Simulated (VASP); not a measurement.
# AlNi in VASP: notebook

The runs below take AlNi through single point, with PBE.

All numbers are computed with VASP 6.6.1; they aren't measurements. Logs are shortened: lines on timing, memory, paths and dates and some standing lists are left out, and cuts for length are marked.

## Step 1: The cell of the first run

The structure is tetragonal, space group P4/mmm (No. 123). The conventional cell has a = 2.881 Å, b = 2.881 Å, c = 2.766 Å, α = 90.00°, β = 90.00°, γ = 90.00°. Within 3.3 Å of Ni (site symmetry 4/mmm) lie 8 Al at 2.46 Å and 6 Ni at 2.77 to 2.88 Å. Al (site symmetry 4/mmm) has 8 Ni at 2.46 Å and 6 Al at 2.77 to 2.88 Å within 3.3 Å.

## Step 2: Single point, PBE, collinear spin, ferromagnetic start

Input file INCAR:

```
PREC     = Accurate       # precision mode
ENCUT    = 520            # plane-wave cutoff, eV
EDIFF    = 1E-6           # SCF threshold, eV
ISMEAR   = -1             # smearing method
SIGMA    = 0.05           # smearing width, eV
LREAL    = F              # projectors in reciprocal space
LASPH    = T              # aspherical terms in the spheres
NELM     = 150            # most SCF steps
ALGO     = Normal         # electronic algorithm
ISIF     = 2              # what is computed and relaxed
LWAVE    = F              # write WAVECAR
LCHARG   = F              # write CHGCAR
ISPIN    = 2              # spin polarisation
MAGMOM   = 1 0            # initial moments
LORBIT   = 11             # projections on sites
LMAXMIX  = 4              # l up to which the mixer works
GGA      = PE             # functional
NBANDS   = 18             # bands
```

Input file KPOINTS:

```
regular mesh
0
Gamma
  8 8 8
```

Input file POSCAR:

```
AlNi
1.0
    2.8810000000      0.0000000000      0.0000000000
    0.0000000000      2.8810000000      0.0000000000
    0.0000000000      0.0000000000      2.7657600000
Ni Al
1 1
Direct
    0.5000000000      0.5000000000      0.5000000000
    0.0000000000      0.0000000000      0.0000000000
```

Potentials or basis: VASP PAW PBE potentials, release 64 (Ni, Al).

On the command line:

```
$ cat potpaw_PBE.64/Ni/POTCAR potpaw_PBE.64/Al/POTCAR > POTCAR
$ mpirun -np 1 vasp_std > vasp.out
```

OUTCAR:

```text
PREC = Accurate
   ENCUT = 520
   EDIFF = 1E-6
   ISMEAR = -1
   LREAL = F
   LASPH = T
   NELM = 150
   ISIF = 2
   ISPIN = 2
   LORBIT = 11
   GGA = PE

 ion  position               nearest neighbor table
   1  0.500  0.500  0.500-   2 2.46   2 2.46   2 2.46   2 2.46   2 2.46   2 2.46   2 2.46   2 2.46

   2  0.000  0.000  0.000-   1 2.46   1 2.46   1 2.46   1 2.46   1 2.46   1 2.46   1 2.46   1 2.46

  LATTYP: Found a simple tetragonal cell.
 ALAT       =     2.8810000000
 C/A-ratio  =     0.9600000000

  Lattice vectors:

 A1 = (   2.8810000000,   0.0000000000,   0.0000000000)
 A2 = (   0.0000000000,   2.8810000000,   0.0000000000)
 A3 = (   0.0000000000,   0.0000000000,   2.7657600000)

Analysis of symmetry for initial positions (statically):
=====================================================================
 Subroutine PRICEL returns:
 Original cell was already a primitive cell.

 Routine SETGRP: Setting up the symmetry group for a
 simple tetragonal supercell.

 Subroutine GETGRP returns: Found 16 space group operations
 (whereof 16 operations were pure point group operations)
 out of a pool of 16 trial point group operations.

The static configuration has the point symmetry D_4h.

Analysis of symmetry for dynamics (positions and initial velocities):
=====================================================================
 Subroutine PRICEL returns:
 Original cell was already a primitive cell.

 Routine SETGRP: Setting up the symmetry group for a
 simple tetragonal supercell.

 Subroutine GETGRP returns: Found 16 space group operations
 (whereof 16 operations were pure point group operations)
 out of a pool of 16 trial point group operations.

The dynamic configuration has the point symmetry D_4h.

Analysis of structural, dynamic, and magnetic symmetry:
=====================================================================
 Subroutine PRICEL returns:
 Original cell was already a primitive cell.

 Routine SETGRP: Setting up the symmetry group for a
 simple tetragonal supercell.

 Subroutine GETGRP returns: Found 16 space group operations
 (whereof 16 operations were pure point group operations)
 out of a pool of 16 trial point group operations.

The overall configuration has the point symmetry D_4h.

 Subroutine INISYM returns: Found 16 space group operations
[... 115 lines left out ...]
   IMIX   =      4    mixing-type and parameters
     AMIX     =   0.40;   BMIX     =  1.00
     AMIX_MAG =   1.60;   BMIX_MAG =  1.00
  volume/ion in A,a.u.               =      11.48        77.46
  Fermi-wavevector in a.u.,A,eV,Ry     =   1.354427  2.559496 24.959515  1.834473
  Thomas-Fermi vector in A             =   2.481600
   LORBIT       =     11    0 simple, 1 ext, 2 COOP (PROOUT), +10 PAW based schemes
   GGA     = PE    functional components
   LHFCALC =     F    Hartree Fock is set to
   AEXX    =    0.0000 exact exchange contribution
   IVDW    =     0    specifies the selected vdW correction
   LEPSILON=     F    determine dielectric tensor
   LRPA    =     F    only Hartree local field effects (RPA)
 spin polarized calculation
  energy-cutoff  :      520.00
  volume of cell :       22.96
 maximum number of plane-waves:       632
 NGX is ok and might be reduce to    24
   NGX = 11   NGY = 11   NGZ = 11

 number of electron      13.0000007 magnetization       0.0021807

 number of electron      13.0000007 magnetization      -0.0003066

 Free energy of the ion-electron system (eV)
  ---------------------------------------------------
  ext. energy  EPLUGINS =         0.00000000
  ---------------------------------------------------
  free energy    TOTEN  =       -10.49764600 eV

  energy without entropy =      -10.48828160  energy(sigma->0) =      -10.49296380

 E-fermi :  10.5067     XC(G=0): -12.2459

 val. band max:       10.4619259443   @ k =   0.3750   0.1250   0.2500
 cond. band min:      10.5289726810   @ k =   0.2500   0.0000   0.3750
 fundamental gap:      0.0670467367
 Fermi energy:        10.5066519608

 spin component 1

 k-point     1 :       0.0000    0.0000    0.0000
  band No.  band energies     occupation
      1      -0.8650      1.00000
      2       7.1384      1.00000
      3       7.1409      1.00000
      4       8.8793      1.00000
      5       8.9796      1.00000
      6       8.9796      1.00000
[... 493 lines left out ...]
     17      34.6112      0.00000
     18      35.4768      0.00000

 [... further k-points ...]

 spin component 2

 k-point     1 :       0.0000    0.0000    0.0000
  band No.  band energies     occupation
      1      -0.8651      1.00000
      2       7.1388      1.00000
      3       7.1416      1.00000
      4       8.8800      1.00000
      5       8.9802      1.00000
      6       8.9802      1.00000
[... 493 lines left out ...]
     17      34.6113      0.00000
     18      35.4769      0.00000

 [... further k-points ...]

------------------------ aborting loop because EDIFF is reached ----------------------------------------

  FORCE on cell =-STRESS in cart. coord.  units (eV):
  Direction    XX          YY          ZZ          XY          YZ          ZX
  --------------------------------------------------------------------------------------
  -------------------------------------------------------------------------------------
  Total        1.3391283      1.3391283      1.6056410      0.0000000      0.0000000      0.0000000
  in kB       93.4612900     93.4612900    112.0619113      0.0000000      0.0000000      0.0000000
  external PRESSURE =      99.6614971 kB  Pullay stress =       0.0000000 kB

 VOLUME and BASIS-vectors are now :
 -----------------------------------------------------------------------------
  energy-cutoff  :      520.00
  volume of cell :       22.96
      direct lattice vectors                 reciprocal lattice vectors
     2.881000000  0.000000000  0.000000000     0.347101701  0.000000000  0.000000000
     0.000000000  2.881000000  0.000000000     0.000000000  0.347101701  0.000000000
     0.000000000  0.000000000  2.765760000     0.000000000  0.000000000  0.361564272

 POSITION                                       TOTAL-FORCE (eV/Angst)
 -----------------------------------------------------------------------------------
      1.44050      1.44050      1.38288         0.000000      0.000000      0.000000
      0.00000      0.00000      0.00000         0.000000      0.000000      0.000000
 -----------------------------------------------------------------------------------
    total drift:                                0.000000     -0.000000     -0.000000

  FREE ENERGIE OF THE ION-ELECTRON SYSTEM (eV)
  ---------------------------------------------------
  free  energy   TOTEN  =       -10.4976459977 eV

  energy  without entropy=      -10.4882815988  energy(sigma->0) =      -10.49296380

 total charge

# of ion       s       p       d       tot
------------------------------------------
    1        0.491   0.553   8.494   9.538
    2        0.389   0.434   0.000   0.823
--------------------------------------------------
tot          0.880   0.987   8.494  10.360

 magnetization (x)

# of ion       s       p       d       tot
------------------------------------------
    1        0.000   0.000   0.000   0.000
    2       -0.000  -0.000   0.000  -0.000
--------------------------------------------------
tot          0.000   0.000   0.000   0.000
```

stdout:

```text
POSCAR found type information on POSCAR NiAl
 POSCAR found :  2 types and       2 ions
 scaLAPACK will be used
 LDA part: xc-table for (Slater+PW92), standard interpolation
 POSCAR, INCAR and KPOINTS ok, starting setup
 FFT: planning ... GRIDC
 FFT: planning ... GRID_SOFT
 FFT: planning ... GRID
 WAVECAR not read
 entering main loop
```

Run time: 56 s. Hardware: 1 thread of Intel Xeon 8259CL, shared host; peak memory 0.18 GiB.

Results:

| Quantity | Value |
| --- | --- |
| Free energy | -10.4976 eV |
| Pressure | 10.0 GPa |
| Net moment | 0.00 μB per cell |
| Valence electrons inside the program's atomic spheres | Ni 9.54; Al 0.82 |

Stress tensor (GPa, compression positive):
```
 9.35  0.00  0.00
 0.00  9.35  0.00
 0.00  0.00 11.21
```

Levels at points of the mesh, in eV from the Fermi level:
Spin up:
| k point | band 4 | band 5 | band 6 | band 7 | band 8 | band 9 | band 10 | band 11 |
| --- | --- | --- | --- | --- | --- | --- | --- | --- |
| (0.00, 0.00, 0.00) | -1.63 | -1.53 | -1.53 | 5.25 | 5.25 | 6.78 | 8.16 | 8.41 |
| (0.50, 0.00, 0.00) | -2.37 | -2.15 | -1.44 | -0.70 | 8.35 | 9.77 | 10.81 | 11.21 |
| (0.50, 0.50, 0.00) | -3.11 | -2.01 | -2.01 | -1.05 | 1.35 | 2.49 | 13.53 | 16.15 |
| (0.00, 0.00, 0.50) | -2.39 | -2.39 | -1.51 | -0.41 | 8.41 | 9.94 | 9.94 | 11.25 |
| (0.50, 0.00, 0.50) | -2.73 | -2.22 | -2.15 | -0.99 | 1.78 | 2.85 | 12.48 | 15.02 |
| (0.50, 0.50, 0.50) | -1.01 | -0.94 | 2.02 | 2.02 | 2.10 | 4.14 | 4.40 | 4.84 |
Spin down:
```csv
k point,band 4,band 5,band 6,band 7,band 8,band 9,band 10,band 11
"(0.00, 0.00, 0.00)",-1.63,-1.53,-1.53,5.25,5.25,6.78,8.16,8.41
"(0.50, 0.00, 0.00)",-2.37,-2.15,-1.44,-0.70,8.35,9.77,10.81,11.21
"(0.50, 0.50, 0.00)",-3.11,-2.01,-2.01,-1.05,1.35,2.49,13.53,16.15
"(0.00, 0.00, 0.50)",-2.39,-2.39,-1.51,-0.41,8.41,9.94,9.94,11.25
"(0.50, 0.00, 0.50)",-2.73,-2.22,-2.15,-0.99,1.78,2.85,12.48,15.02
"(0.50, 0.50, 0.50)",-1.01,-0.94,2.02,2.02,2.10,4.14,4.40,4.84
```

Caveat: the cell stands under pressure.

[end of part 1 of 3]
